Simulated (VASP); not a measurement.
Ti:

```xyz
1
Lattice="-1.6277 1.6277 1.6277 1.6277 -1.6277 1.6277 1.6277 1.6277 -1.6277" Properties=species:S:1:pos:R:3 pbc="T T T"
Ti    0.0000    0.0000    0.0000
```

Base run:

```yaml
Program: VASP 6.6.1
Functional: PBE
Potentials_or_basis: VASP PAW PBE potentials, release 64 (Ti_sv)
Cutoff: 520 eV
k_mesh: 22 × 22 × 22
Occupations: gaussian, width 0.15 eV
Spin: collinear spin, ferromagnetic start
Starting_moments: "[0.6] μB"
Fixed_moment: 0.6 μB
```

Its results: pressure 0.7 GPa; site moments Ti +0.42 μB.

Q: The run is repeated on the same cell with these changes: fixed moment from 0.6 μB to 1 μB; moments at the start from [0.6] to [1.0]. What comes out?

A: Pressure 2.1 GPa; site moments Ti +0.70 μB.

Caveats: the total moment is fixed, so each spin has its own Fermi level.
